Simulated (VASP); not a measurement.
# Mo (Fm-3m) in VASP: single point with PBE

Aim: the single point of Mo with PBE.

All numbers are computed with VASP 6.6.1; they aren't measurements. Logs are shortened: lines on timing, memory, paths and dates and some standing lists are left out, and cuts for length are marked.

### 1 The cell of the first run

The structure is cubic, space group Fm-3m (No. 225). Conventional cell: a = 4.002 Å, b = 4.002 Å, c = 4.002 Å, α = 90.00°, β = 90.00°, γ = 90.00°. Mo (site symmetry m-3m) has 12 Mo at 2.83 Å within 3.7 Å.

### 2 Single point, PBE

Contents of INCAR:

```
SYSTEM = Mo
PREC = Accurate
ENCUT = 520
EDIFF = 1E-7
ISMEAR = -1
SIGMA = 0.13605693000000002
LREAL = .FALSE.
LASPH = .TRUE.
NELM = 80
ALGO = Normal
ISIF = 2
LWAVE = .FALSE.
LCHARG = .FALSE.
GGA = PE
NBANDS = 13
```

Contents of KPOINTS:

```
Automatic mesh
0
G
  14 14 14
  0 0 0
```

Contents of POSCAR:

```
Mo
1.0
    0.0000000000      2.0011243678      2.0011243678
    2.0011243678      0.0000000000      2.0011243678
    2.0011243678      2.0011243678      0.0000000000
Mo
1
Direct
    0.0000000000      0.0000000000      0.0000000000
```

Potentials or basis: VASP PAW PBE potentials, release 64 (Mo_sv).

Command:

```
> cat potpaw_PBE.64/Mo_sv/POTCAR > POTCAR
> mpirun -np 1 vasp_std > vasp.out
```

OUTCAR:

```text
SYSTEM = Mo
   PREC = Accurate
   ENCUT = 520
   EDIFF = 1E-7
   ISMEAR = -1
   LREAL = .FALSE.
   LASPH = .TRUE.
   NELM = 80
   ISIF = 2
   GGA = PE

 ion  position               nearest neighbor table
   1  0.000  0.000  0.000-

  LATTYP: Found a face centered cubic cell.
 ALAT       =     4.0022487356

  Lattice vectors:

 A1 = (   0.0000000000,   2.0011243678,   2.0011243678)
 A2 = (   2.0011243678,   0.0000000000,   2.0011243678)
 A3 = (   2.0011243678,   2.0011243678,   0.0000000000)

Analysis of symmetry for initial positions (statically):
=====================================================================
 Subroutine PRICEL returns:
 Original cell was already a primitive cell.

 Routine SETGRP: Setting up the symmetry group for a
 face centered cubic supercell.

 Subroutine GETGRP returns: Found 48 space group operations
 (whereof 48 operations were pure point group operations)
 out of a pool of 48 trial point group operations.

The static configuration has the point symmetry O_h .

Analysis of symmetry for dynamics (positions and initial velocities):
=====================================================================
 Subroutine PRICEL returns:
 Original cell was already a primitive cell.

 Routine SETGRP: Setting up the symmetry group for a
 face centered cubic supercell.

 Subroutine GETGRP returns: Found 48 space group operations
 (whereof 48 operations were pure point group operations)
 out of a pool of 48 trial point group operations.

The dynamic configuration has the point symmetry O_h .

 Subroutine INISYM returns: Found 48 space group operations
 (whereof 48 operations are pure point group operations),
 and found     1 'primitive' translations

----------------------------------------------------------------------------------------

                                     Primitive cell

  volume of cell :      16.0270

  direct lattice vectors                    reciprocal lattice vectors
     0.000000000  2.001124368  2.001124368    -0.249859533  0.249859533  0.249859533
     2.001124368  0.000000000  2.001124368     0.249859533 -0.249859533  0.249859533
     2.001124368  2.001124368  0.000000000     0.249859533  0.249859533 -0.249859533

  length of vectors
     2.830017221  2.830017221  2.830017221     0.432769406  0.432769406  0.432769406

  position of ions in fractional coordinates (direct lattice)
     0.000000000  0.000000000  0.000000000

  ion indices of the primitive-cell ions
   primitive index   ion index
                 1           1

----------------------------------------------------------------------------------------

 KPOINTS: Automatic mesh

Automatic generation of k-mesh.
 Grid dimensions read from file:
 generate k-points for:   14   14   14

 Generating k-lattice:

  Cartesian coordinates                     Fractional coordinates (reciprocal lattice)
    -0.017847109  0.017847109  0.017847109     0.071428571  0.000000000  0.000000000
     0.017847109 -0.017847109  0.017847109     0.000000000  0.071428571  0.000000000
     0.017847109  0.017847109 -0.017847109     0.000000000  0.000000000  0.071428571

  Length of vectors
     0.030912100  0.030912100  0.030912100

  Shift w.r.t. Gamma in fractional coordinates (k-lattice)
     0.000000000  0.000000000  0.000000000

 Subroutine IBZKPT returns following result:
 ===========================================

 Found    104 irreducible k-points:

 Following reciprocal coordinates:
            Coordinates               Weight
  0.000000  0.000000  0.000000      1.000000
  0.071429  0.000000  0.000000      8.000000
  0.142857  0.000000  0.000000      8.000000
  0.214286  0.000000  0.000000      8.000000
  0.285714  0.000000  0.000000      8.000000
  0.357143  0.000000  0.000000      8.000000
[... 16 lines left out ...]
  0.214286  0.142857  0.000000     24.000000
  0.285714  0.142857  0.000000     24.000000
 [... further k-points ...]
   k-points           NKPTS =    104   k-points in BZ     NKDIM =    104   number of bands    NBANDS=     13
   number of dos      NEDOS =    301   number of ions     NIONS =      1
   total plane-waves  NPLWV =  13824
   dimension x,y,z NGX =    24 NGY =   24 NGZ =   24
   dimension x,y,z NGXF=    48 NGYF=   48 NGZF=   48
   ions per type =               1
   NGX,Y,Z   is equivalent  to a cutoff of  14.10, 14.10, 14.10 a.u.
   NGXF,Y,Z  is equivalent  to a cutoff of  28.20, 28.20, 28.20 a.u.
 SYSTEM =  Mo
   PREC   = accura    normal or accurate (medium, high low for compatibility)
   ISTART =      0    job   : 0-new  1-cont  2-samecut
   ICHARG =      2    charge: 1-file 2-atom 10-const
   ISPIN  =      1    spin polarized calculation?
   LNONCOLLINEAR =      F non collinear calculations
   LSORBIT =      F    spin-orbit coupling
   LASPH  =      T    aspherical Exc in radial PAW
   ENCUT  =  520.0 eV  38.22 Ry    6.18 a.u.   5.26  5.26  5.26*2*pi/ulx,y,z
   NELM   =     80;   NELMIN=  2; NELMDL= -5     # of ELM steps
   EDIFF  = 0.1E-06   stopping-criterion for ELM
   LREAL  =      F    real-space projection
   EDIFFG = 0.1E-05   stopping-criterion for IOM
   NSW    =      0    number of steps for IOM
   IBRION =     -1    ionic relax: 0-MD 1-quasi-New 2-CG
   NFREE  =      0    steps in history (QN), initial steepest desc. (CG)
   ISIF   =      2    stress and relaxation
   ISYM   =      2    0-nonsym 1-usesym 2-fastsym
   POTIM  = 0.5000    time-step for ionic-motion
   TEBEG  =    0.0;   TEEND  =   0.0 temperature during run
   PSTRESS=    0.0 pullay stress
   NELECT =      14.0000    total number of electrons
   NUPDOWN=      -1.0000    fix difference up-down
   EMIN   =  10.00;   EMAX   =-10.00  energy-range for DOS
   EFERMI =   0.00;   METHOD = LEGACY
   ISMEAR =    -1;   SIGMA  =   0.14  broadening in eV -4-tet -1-fermi 0-gaus
   EFERMI_NEDOS =   21; number of points for ismear=-14 and -15
   IALGO  =     38    algorithm
   IMIX   =      4    mixing-type and parameters
     AMIX     =   0.40;   BMIX     =  1.00
     AMIX_MAG =   1.60;   BMIX_MAG =  1.00
  volume/ion in A,a.u.               =      16.03       108.16
  Fermi-wavevector in a.u.,A,eV,Ry     =   1.564949  2.957324 33.321543  2.449064
  Thomas-Fermi vector in A             =   2.667497
   LORBIT       =      0    0 simple, 1 ext, 2 COOP (PROOUT), +10 PAW based schemes
   GGA     = PE    functional components
   LHFCALC =     F    Hartree Fock is set to
   AEXX    =    0.0000 exact exchange contribution
   IVDW    =     0    specifies the selected vdW correction
   LEPSILON=     F    determine dielectric tensor
   LRPA    =     F    only Hartree local field effects (RPA)
 non-spin polarized calculation
  energy-cutoff  :      520.00
  volume of cell :       16.03
 maximum number of plane-waves:       444
 NGX is ok and might be reduce to    24
   NGX = 11   NGY = 11   NGZ = 11

 number of electron      14.0000000 magnetization

 Free energy of the ion-electron system (eV)
  ---------------------------------------------------
  ext. energy  EPLUGINS =         0.00000000
  ---------------------------------------------------
  free energy    TOTEN  =       -10.55119751 eV

  energy without entropy =      -10.47220831  energy(sigma->0) =      -10.51170291

 E-fermi :  11.8112     XC(G=0): -13.2310

 val. band max:       11.7941895191   @ k =   0.2143   0.1429   0.0000
 cond. band min:      11.8233984731   @ k =   0.5000   0.1429   0.0714
 fundamental gap:      0.0292089540
 Fermi energy:        11.8111886696

 k-point     1 :       0.0000    0.0000    0.0000
  band No.  band energies     occupation
      1     -48.9254      2.00000
      2     -22.2700      2.00000
      3     -22.2700      2.00000
      4     -22.2700      2.00000
      5       5.0492      2.00000
      6      11.0726      1.99126
      7      11.0726      1.99126
      8      11.0726      1.99126
      9      13.7482      0.00000
     10      13.7482      0.00000
     11      24.8791      0.00000
     12      30.1356      0.00000
     13      30.1356      0.00000

 k-point     2 :       0.0714    0.0000    0.0000
  band No.  band energies     occupation
      1     -48.9145      2.00000
      2     -22.3384      2.00000
      3     -22.2785      2.00000
      4     -22.2785      2.00000
      5       5.2567      2.00000
      6      10.9325      1.99687
      7      11.1658      1.98273
      8      11.1658      1.98273
      9      13.6737      0.00000
     10      13.6737      0.00000
     11      25.2766      0.00000
     12      29.2713      0.00000
     13      30.5082      0.00000

 k-point     3 :       0.1429    0.0000    0.0000
  band No.  band energies     occupation
      1     -48.8838      2.00000
      2     -22.5276      2.00000
      3     -22.3024      2.00000
      4     -22.3024      2.00000
      5       5.8291      2.00000
      6      10.6172      1.99969
      7      11.3805      1.91904
      8      11.3805      1.91904
      9      13.5479      0.00001
     10      13.5479      0.00001
     11      26.2483      0.00000
     12      27.8155      0.00000
     13      31.5722      0.00000
[... 305 lines left out ...]
 k-point    23 :       0.2143    0.1429    0.0000
  band No.  band energies     occupation
      1     -48.8367      2.00000
      2     -22.6925      2.00000
      3     -22.4034      2.00000
      4     -22.3928      2.00000
      5       6.6842      2.00000
      6       9.8072      2.00000
      7      11.7942      1.06239
      8      12.0274      0.33907
      9      12.6662      0.00372
     10      14.2618      0.00000
     11      27.8306      0.00000
     12      28.1613      0.00000
     13      31.1083      0.00000

 k-point    24 :       0.2857    0.1429    0.0000
  band No.  band energies     occupation
      1     -48.7932      2.00000
      2     -22.9291      2.00000
      3     -22.4464      2.00000
      4     -22.4332      2.00000
      5       7.3716      2.00000
      6       9.6250      2.00000
      7      11.3222      1.94648
      8      12.1328      0.17198
      9      13.4687      0.00001
     10      14.6484      0.00000
     11      26.6942      0.00000
     12      28.9681      0.00000
     13      31.5425      0.00000

 [... further k-points ...]
[... 5 lines left out ...]
  --------------------------------------------------------------------------------------
  -------------------------------------------------------------------------------------
  Total        0.0878105      0.0878105      0.0878105      0.0000000      0.0000000      0.0000000
  in kB        8.7781868      8.7781868      8.7781868      0.0000000      0.0000000      0.0000000
  external PRESSURE =       8.7781868 kB  Pullay stress =       0.0000000 kB

 VOLUME and BASIS-vectors are now :
 -----------------------------------------------------------------------------
  energy-cutoff  :      520.00
  volume of cell :       16.03
      direct lattice vectors                 reciprocal lattice vectors
     0.000000000  2.001124368  2.001124368    -0.249859533  0.249859533  0.249859533
     2.001124368  0.000000000  2.001124368     0.249859533 -0.249859533  0.249859533
     2.001124368  2.001124368  0.000000000     0.249859533  0.249859533 -0.249859533

 POSITION                                       TOTAL-FORCE (eV/Angst)
 -----------------------------------------------------------------------------------
      0.00000      0.00000      0.00000         0.000000      0.000000     -0.000000
 -----------------------------------------------------------------------------------
    total drift:                                0.000000      0.000000     -0.000000

  FREE ENERGIE OF THE ION-ELECTRON SYSTEM (eV)
  ---------------------------------------------------
  free  energy   TOTEN  =       -10.5511975077 eV

  energy  without entropy=      -10.4722083086  energy(sigma->0) =      -10.51170291
```

It took 15 s on 1 thread of Intel Xeon Platinum 8488C (Sapphire Rapids), shared host; peak memory 0.15 GiB.

Results:

- Free energy: -10.5512 eV
- Pressure: 0.9 GPa
- Band gap on the k mesh: zero (band 7 reaches 15.77 eV, above the bottom of band 8 at 11.07 eV)

Levels at points of the mesh, in eV from the Fermi level:
| k point | band 4 | band 5 | band 6 | band 7 | band 8 | band 9 | band 10 | band 11 |
| --- | --- | --- | --- | --- | --- | --- | --- | --- |
| (0.00, 0.00, 0.00) | -34.08 | -6.76 | -0.74 | -0.74 | -0.74 | 1.94 | 1.94 | 13.07 |
| (0.50, 0.00, 0.00) | -34.25 | -4.63 | -0.92 | -0.92 | 1.52 | 3.99 | 3.99 | 11.07 |
| (0.50, 0.50, 0.00) | -34.55 | -4.98 | -4.30 | 3.96 | 3.99 | 4.58 | 4.58 | 12.45 |
